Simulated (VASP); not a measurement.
Here is a VASP 6.6.1 calculation.

The input INCAR:

```
SYSTEM = Ir
PREC = Accurate ; ENCUT = 500
EDIFF = 1E-6 ; ISMEAR = 0
SIGMA = 0.15 ; LREAL = .False.
LASPH = .True. ; NELM = 120
ALGO = Normal ; ISIF = 2
LWAVE = .False. ; LCHARG = .True.
GGA = CA ; LELF = .True.
LVHAR = .True. ; NBANDS = 16
GGA_COMPAT = .False.
```

The input KPOINTS:

```
regular mesh
0
Gamma
  18 18 10
  0 0 0
```

File POSCAR:

```
Ir
1.0
    2.8946000000      0.0000000000      0.0000000000
   -1.4473000000      2.5067971338      0.0000000000
    0.0000000000      0.0000000000      4.5325000000
Ir
2
Direct
    0.6666666667      0.3333333333      0.7500000000
    0.3333333333      0.6666666667      0.2500000000
```

Potentials or basis: VASP PAW LDA potentials, release 64 (Ir).

Run with:

```console
$ cat potpaw_LDA.64/Ir/POTCAR > POTCAR
$ mpirun -np 1 vasp_std > vasp.out
```

**Question.** Predict the pressure.

**Answer.** -42.2 GPa.

**Question.** What does it give for the band gap on the k mesh?

**Answer.** Zero (band 9 reaches 8.67 eV, above the bottom of band 10 at 6.08 eV).

Stress tensor (GPa, compression positive):
```
-43.88   0.00   0.00
  0.00 -43.88   0.00
  0.00   0.00 -38.74
```

Caveat: spin-orbit coupling is left out, which moves the levels of the heavy elements.
